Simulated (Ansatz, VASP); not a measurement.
**B: VASP beside Ansatz**

Contents of INCAR:

```
SYSTEM = B
PREC = Accurate ; ENCUT = 520
EDIFF = 1E-8 ; ISMEAR = -1
SIGMA = 0.05 ; LREAL = .FALSE.
LASPH = .TRUE. ; NELM = 80
ALGO = Normal ; ISIF = 2
LWAVE = .FALSE. ; LCHARG = .FALSE.
GGA = PE ; LEFG = .TRUE.
NBANDS = 8
```

The input KPOINTS:

```
Automatic mesh
0
G
  9 9 9
  0 0 0
```

The input POSCAR:

```
B
1.0
    1.8855081809      0.0000000000      0.0000000000
    0.0000000000      1.8855081809      0.0000000000
    0.0000000000      0.0000000000      1.8855081809
B
1
Direct
    0.0000000000      0.0000000000      0.0000000000
```

Input for Ansatz:

```yaml
crystal:
  lattice:
    - [1.8855081809, 0.0, 0.0]
    - [0.0, 1.8855081809, 0.0]
    - [0.0, 0.0, 1.8855081809]
  atoms:
    - { symbol: B, position: [0.0, 0.0, 0.0] }
kpoints:
  mp_grid: { grid: [9, 9, 9] }
scf:
  occupations: { method: fermi_dirac, width: 0.05 }
hamiltonian:
  xc: pbe
  pseudopotentials: { kind: paw }
output:
  forces: true
  stress: true
  eigenvalues: true
  efg: { contact_densities: true }
```

Alike in both runs: task electric field gradients; functional PBE; k mesh 9 × 9 × 9; occupations fermi-dirac, width 0.05 eV; no spin polarisation.

|  | VASP | Ansatz |
| --- | --- | --- |
| version | VASP 6.6.1 | Ansatz 0.2.0 |
| potentials or method | VASP PAW PBE potentials, release 64 (B) | PAW with Ansatz's default frozen-core files, scalar-relativistic |
| plane-wave cutoff (eV) | 520 | 420 |
| valence electrons in the cell | 3 | 3 |

|  | VASP | Ansatz | Ansatz less VASP |
| --- | --- | --- | --- |
| pressure (GPa) | 1.4 | 1.4 | -0.04 |

The functional is the same, so the differences come from potentials, cutoffs and numerics.

The k mesh is coarse, so the values compare programs but aren't converged.
